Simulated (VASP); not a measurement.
# Al (P6_3/mmc) in VASP: notebook

The runs below take Al through single point, relaxation of cell and atoms, with PBEsol+D4, PBEsol, PBEsol+D3(BJ).

Everything below comes from runs of VASP 6.6.1. Logs are shortened: lines on timing, memory, paths and dates and some standing lists are left out, and cuts for length are marked.

## (1) The cell of the first run

Symmetry: P6_3/mmc, No. 194, hexagonal system. The conventional cell has a = 2.813 Å, b = 2.813 Å, c = 4.651 Å, α = 90.00°, β = 90.00°, γ = 120.00°. Al (site symmetry -6m2) has 12 Al at 2.81 to 2.84 Å within 3.7 Å.

## (2) Single point, PBEsol+D4

Contents of INCAR:

```
SYSTEM = Al
ALGO     = Fast           ! electronic algorithm
EDIFF    = 1E-7           ! SCF threshold, eV
ENCUT    = 520            ! plane-wave cutoff, eV
GGA      = PS             ! functional
ISIF     = 2              ! what is computed and relaxed
ISMEAR   = -1             ! smearing method
IVDW     = 13             ! dispersion correction
LASPH    = .TRUE.         ! aspherical terms in the spheres
LCHARG   = .FALSE.        ! write CHGCAR
LREAL    = .FALSE.        ! projectors in reciprocal space
LWAVE    = .FALSE.        ! write WAVECAR
NBANDS   = 10             ! bands
NELM     = 80             ! most SCF steps
PREC     = Accurate       ! precision mode
SIGMA    = 0.05           ! smearing width, eV
```

Contents of KPOINTS:

```
k-points
0
G
  11 11 6
  0 0 0
```

Contents of POSCAR:

```
Al
1.0
    2.8134275520      0.0000000000      0.0000000000
   -1.4067137760      2.4364997318      0.0000000000
    0.0000000000      0.0000000000      4.6513666293
Al
2
Direct
    0.3333333333      0.6666666667      0.2500000000
    0.6666666667      0.3333333333      0.7500000000
```

Potentials or basis: VASP PAW PBE potentials, release 64 (Al).

The run is started by

```sh
$ cat potpaw_PBE.64/Al/POTCAR > POTCAR
$ mpirun -np 1 vasp_std > vasp.out
```

OUTCAR:

```text
SYSTEM = Al
   EDIFF = 1E-7
   ENCUT = 520
   GGA = PS
   ISIF = 2
   ISMEAR = -1
   IVDW = 13
   LASPH = .TRUE.
   LREAL = .FALSE.
   NELM = 80
   PREC = Accurate

 ion  position               nearest neighbor table
   1  0.333  0.667  0.250-   2 2.84   2 2.84   2 2.84   2 2.84   2 2.84   2 2.84
   2  0.667  0.333  0.750-   1 2.84   1 2.84   1 2.84   1 2.84   1 2.84   1 2.84

  LATTYP: Found a hexagonal cell.
 ALAT       =     2.8134275520
 C/A-ratio  =     1.6532740024

  Lattice vectors:

 A1 = (   2.8134275520,   0.0000000000,   0.0000000000)
 A2 = (  -1.4067137760,   2.4364997318,   0.0000000000)
 A3 = (   0.0000000000,   0.0000000000,   4.6513666293)

Analysis of symmetry for initial positions (statically):
=====================================================================
 Subroutine PRICEL returns:
 Original cell was already a primitive cell.

 Routine SETGRP: Setting up the symmetry group for a
 hexagonal supercell.

 Subroutine GETGRP returns: Found 24 space group operations
 (whereof 12 operations were pure point group operations)
 out of a pool of 24 trial point group operations.

The static configuration has the point symmetry D_3d.
 The point group associated with its full space group is D_6h.

Analysis of symmetry for dynamics (positions and initial velocities):
=====================================================================
 Subroutine PRICEL returns:
 Original cell was already a primitive cell.

 Routine SETGRP: Setting up the symmetry group for a
 hexagonal supercell.

 Subroutine GETGRP returns: Found 24 space group operations
 (whereof 12 operations were pure point group operations)
 out of a pool of 24 trial point group operations.

The dynamic configuration has the point symmetry D_3d.
 The point group associated with its full space group is D_6h.

 Subroutine INISYM returns: Found 24 space group operations
 (whereof 12 operations are pure point group operations),
 and found     1 'primitive' translations

----------------------------------------------------------------------------------------

                                     Primitive cell

  volume of cell :      31.8847

  direct lattice vectors                    reciprocal lattice vectors
     2.813427552  0.000000000  0.000000000     0.355438333  0.205212417  0.000000000
    -1.406713776  2.436499732  0.000000000     0.000000000  0.410424835  0.000000000
     0.000000000  0.000000000  4.651366629     0.000000000  0.000000000  0.214990578

  length of vectors
     2.813427552  2.813427552  4.651366629     0.410424835  0.410424835  0.214990578

  position of ions in fractional coordinates (direct lattice)
     0.333333333  0.666666667  0.250000000
     0.666666667  0.333333333  0.750000000

  ion indices of the primitive-cell ions
   primitive index   ion index
                 1           1
                 2           2

----------------------------------------------------------------------------------------

 KPOINTS: k-points

Automatic generation of k-mesh.
 Grid dimensions read from file:
 generate k-points for:   11   11    6

 Generating k-lattice:

  Cartesian coordinates                     Fractional coordinates (reciprocal lattice)
     0.032312576  0.018655674  0.000000000     0.090909091  0.000000000  0.000000000
     0.000000000  0.037311349  0.000000000     0.000000000  0.090909091  0.000000000
     0.000000000  0.000000000  0.035831763     0.000000000  0.000000000  0.166666667

  Length of vectors
     0.037311349  0.037311349  0.035831763

  Shift w.r.t. Gamma in fractional coordinates (k-lattice)
     0.000000000  0.000000000  0.000000000

 Subroutine IBZKPT returns following result:
 ===========================================

 Found     64 irreducible k-points:

 Following reciprocal coordinates:
            Coordinates               Weight
  0.000000  0.000000  0.000000      1.000000
  0.090909  0.000000  0.000000      6.000000
  0.181818  0.000000  0.000000      6.000000
  0.272727  0.000000  0.000000      6.000000
  0.363636  0.000000  0.000000      6.000000
  0.454545  0.000000  0.000000      6.000000
[... 16 lines left out ...]
  0.090909  0.090909  0.166667     12.000000
  0.181818  0.090909  0.166667     24.000000
 [... further k-points ...]
   k-points           NKPTS =     64   k-points in BZ     NKDIM =     64   number of bands    NBANDS=     10
   number of dos      NEDOS =    301   number of ions     NIONS =      2
   total plane-waves  NPLWV =  20736
   dimension x,y,z NGX =    24 NGY =   24 NGZ =   36
   dimension x,y,z NGXF=    48 NGYF=   48 NGZF=   72
   ions per type =               2
   NGX,Y,Z   is equivalent  to a cutoff of  14.18, 14.18, 12.87 a.u.
   NGXF,Y,Z  is equivalent  to a cutoff of  28.36, 28.36, 25.73 a.u.
 SYSTEM =  Al
   PREC   = accura    normal or accurate (medium, high low for compatibility)
   ISTART =      0    job   : 0-new  1-cont  2-samecut
   ICHARG =      2    charge: 1-file 2-atom 10-const
   ISPIN  =      1    spin polarized calculation?
   LNONCOLLINEAR =      F non collinear calculations
   LSORBIT =      F    spin-orbit coupling
   LASPH  =      T    aspherical Exc in radial PAW
   ENCUT  =  520.0 eV  38.22 Ry    6.18 a.u.   5.23  5.23  8.65*2*pi/ulx,y,z
   NELM   =     80;   NELMIN=  2; NELMDL= -5     # of ELM steps
   EDIFF  = 0.1E-06   stopping-criterion for ELM
   LREAL  =      F    real-space projection
   EDIFFG = 0.1E-05   stopping-criterion for IOM
   NSW    =      0    number of steps for IOM
   IBRION =     -1    ionic relax: 0-MD 1-quasi-New 2-CG
   NFREE  =      0    steps in history (QN), initial steepest desc. (CG)
   ISIF   =      2    stress and relaxation
   ISYM   =      2    0-nonsym 1-usesym 2-fastsym
   POTIM  = 0.5000    time-step for ionic-motion
   TEBEG  =    0.0;   TEEND  =   0.0 temperature during run
   PSTRESS=    0.0 pullay stress
   NELECT =       6.0000    total number of electrons
   NUPDOWN=      -1.0000    fix difference up-down
   EMIN   =  10.00;   EMAX   =-10.00  energy-range for DOS
   EFERMI =   0.00;   METHOD = LEGACY
   ISMEAR =    -1;   SIGMA  =   0.05  broadening in eV -4-tet -1-fermi 0-gaus
   EFERMI_NEDOS =   21; number of points for ismear=-14 and -15
   IALGO  =     68    algorithm
   IMIX   =      4    mixing-type and parameters
     AMIX     =   0.40;   BMIX     =  1.00
     AMIX_MAG =   1.60;   BMIX_MAG =  1.00
  volume/ion in A,a.u.               =      15.94       107.58
  Fermi-wavevector in a.u.,A,eV,Ry     =   0.938133  1.772814 11.974396  0.880093
  Thomas-Fermi vector in A             =   2.065314
   LORBIT       =      0    0 simple, 1 ext, 2 COOP (PROOUT), +10 PAW based schemes
   GGA     = PS    functional components
   LHFCALC =     F    Hartree Fock is set to
   AEXX    =    0.0000 exact exchange contribution
   IVDW    =    13    specifies the selected vdW correction
   LEPSILON=     F    determine dielectric tensor
   LRPA    =     F    only Hartree local field effects (RPA)
 non-spin polarized calculation
 RMM-DIIS sequential band-by-band and
  energy-cutoff  :      520.00
  volume of cell :       31.88
 maximum number of plane-waves:       869
 NGX is ok and might be reduce to    24
   NGX = 11   NGY = 11   NGZ = 17

 number of electron       6.0000000 magnetization

 Free energy of the ion-electron system (eV)
  ---------------------------------------------------
  ext. energy  EPLUGINS =         0.00000000
  ---------------------------------------------------
  free energy    TOTEN  =        -8.14089359 eV

  energy without entropy =       -8.13599542  energy(sigma->0) =       -8.13844450

 E-fermi :   8.3257     XC(G=0): -10.3838

 val. band max:        8.2377645110   @ k =   0.4545   0.0000   0.0000
 cond. band min:       8.3303194261   @ k =   0.3636   0.0000   0.5000
 fundamental gap:      0.0925549150
 Fermi energy:         8.3256991389

 k-point     1 :       0.0000    0.0000    0.0000
  band No.  band energies     occupation
      1      -3.0593      2.00000
      2       3.5152      2.00000
      3       3.7335      2.00000
      4      19.3597      0.00000
      5      19.3597      0.00000
      6      19.6244      0.00000
      7      19.6244      0.00000
      8      20.4101      0.00000
      9      22.6541      0.00000
     10      22.8333      0.00000

 k-point     2 :       0.0909    0.0000    0.0000
  band No.  band energies     occupation
      1      -2.8535      2.00000
      2       3.7059      2.00000
      3       3.9339      2.00000
      4      16.3487      0.00000
      5      17.7370      0.00000
      6      18.9971      0.00000
      7      21.2651      0.00000
      8      21.5710      0.00000
      9      22.0876      0.00000
     10      22.6117      0.00000

 k-point     3 :       0.1818    0.0000    0.0000
  band No.  band energies     occupation
      1      -2.2380      2.00000
      2       4.2780      2.00000
      3       4.5280      2.00000
      4      12.9140      0.00000
      5      16.3412      0.00000
      6      17.4432      0.00000
      7      18.9295      0.00000
      8      19.3691      0.00000
      9      21.9100      0.00000
     10      22.3993      0.00000

 k-point     4 :       0.2727    0.0000    0.0000
  band No.  band energies     occupation
      1      -1.2185      2.00000
      2       5.2314      2.00000
      3       5.4807      2.00000
      4       9.7528      0.00000
      5      15.2966      0.00000
      6      15.4280      0.00000
      7      15.7777      0.00000
      8      17.5047      0.00000
      9      21.0191      0.00000
     10      21.2213      0.00000

 k-point     5 :       0.3636    0.0000    0.0000
  band No.  band energies     occupation
      1       0.1954      2.00000
      2       6.2176      2.00000
      3       6.5627      2.00000
      4       7.4957      2.00000
      5      12.9409      0.00000
      6      13.0697      0.00000
      7      14.6020      0.00000
      8      16.4829      0.00000
      9      20.4164      0.00000
     10      20.4467      0.00000

 k-point     6 :       0.4545    0.0000    0.0000
  band No.  band energies     occupation
      1       1.9881      2.00000
      2       4.1333      2.00000
      3       8.2378      1.70609
      4       8.7253      0.00068
      5      10.5054      0.00000
      6      10.8334      0.00000
      7      14.2553      0.00000
      8      16.0173      0.00000
      9      20.0552      0.00000
     10      20.1152      0.00000
[... 183 lines left out ...]
 k-point    21 :       0.3636    0.0000    0.1667
  band No.  band energies     occupation
      1       0.3806      2.00000
      2       4.7082      2.00000
      3       6.9081      2.00000
      4       9.1159      0.00000
      5      11.2174      0.00000
      6      14.7627      0.00000
      7      14.9625      0.00000
      8      16.7586      0.00000
      9      18.6440      0.00000
     10      20.5368      0.00000

 k-point    22 :       0.4545    0.0000    0.1667
  band No.  band energies     occupation
      1       2.1698      2.00000
      2       4.2930      2.00000
      3       6.5960      2.00000
      4       8.6257      0.00495
      5      10.8708      0.00000
      6      12.8065      0.00000
      7      14.4159      0.00000
      8      16.2124      0.00000
      9      18.2963      0.00000
     10      20.3711      0.00000

 k-point    23 :       0.0909    0.0909    0.1667
  band No.  band energies     occupation
      1      -2.2538      2.00000
      2       2.2061      2.00000
      3       6.5409      2.00000
      4      14.8020      0.00000
      5      14.9577      0.00000
      6      18.4915      0.00000
      7      19.0292      0.00000
      8      19.1473      0.00000
      9      21.2672      0.00000
     10      21.4451      0.00000

 k-point    24 :       0.1818    0.0909    0.1667
  band No.  band energies     occupation
      1      -1.4374      2.00000
      2       2.9932      2.00000
      3       7.2815      2.00000
      4      11.5935      0.00000
      5      13.5608      0.00000
      6      15.7751      0.00000
      7      17.6567      0.00000
      8      19.2592      0.00000
      9      19.5844      0.00000
     10      21.1246      0.00000

 [... further k-points ...]

------------------------ aborting loop because EDIFF is reached ----------------------------------------

  DFT-D4 for vdW energy calculation

  Edisp (eV):   -0.41342

  FORCE on cell =-STRESS in cart. coord.  units (eV):
  Direction    XX          YY          ZZ          XY          YZ          ZX
  --------------------------------------------------------------------------------------
  -------------------------------------------------------------------------------------
  Total       0.01278     0.01278     0.00724     0.00000     0.00000     0.00000
  in kB       0.64235     0.64235     0.36394     0.00000     0.00000     0.00000
  external pressure =        0.55 kB  Pullay stress =        0.00 kB

 VOLUME and BASIS-vectors are now :
 -----------------------------------------------------------------------------
  energy-cutoff  :      520.00
  volume of cell :       31.88
      direct lattice vectors                 reciprocal lattice vectors
     2.813427552  0.000000000  0.000000000     0.355438333  0.205212417  0.000000000
    -1.406713776  2.436499732  0.000000000     0.000000000  0.410424835  0.000000000
     0.000000000  0.000000000  4.651366629     0.000000000  0.000000000  0.214990578

 POSITION                                       TOTAL-FORCE (eV/Angst)
 -----------------------------------------------------------------------------------
     -0.00000      1.62433      1.16284         0.000000      0.000000      0.000000
      1.40671      0.81217      3.48852        -0.000000     -0.000000      0.000000
 -----------------------------------------------------------------------------------
    total drift:                               -0.000000      0.000000     -0.000000

  FREE ENERGIE OF THE ION-ELECTRON SYSTEM (eV)
  ---------------------------------------------------
  free  energy   TOTEN  =        -8.5543149460 eV

  energy  without entropy=       -8.5494167815  energy(sigma->0) =       -8.55186586
```

Wall time 7.8 s (1 thread of Intel Xeon 6975P-C (Granite Rapids), shared host); peak memory 0.15 GiB.

Results:

| Quantity | Value |
| --- | --- |
| Free energy | -8.5543 eV |
| Pressure | 0.1 GPa |
| Band gap on the k mesh | zero (band 3 reaches 12.31 eV, above the bottom of band 4 at 5.23 eV) |
| Dispersion energy per atom | -0.207 eV |

Levels at points of the mesh, in eV from the Fermi level:
| k point | band 1 | band 2 | band 3 | band 4 | band 5 | band 6 | band 7 |
| --- | --- | --- | --- | --- | --- | --- | --- |
| (0.00, 0.00, 0.00) | -11.38 | -4.81 | -4.59 | 11.03 | 11.03 | 11.30 | 11.30 |
| (0.00, 0.00, 0.50) | -9.69 | -9.69 | 3.26 | 3.26 | 12.16 | 12.16 | 12.16 |

Caveat: the PAW data sets were made with another functional, which shifts forces and pressure a little; pairwise dispersion overbinds metals, which lowers pressure and volume.

(Continued in part 2 of 3.)
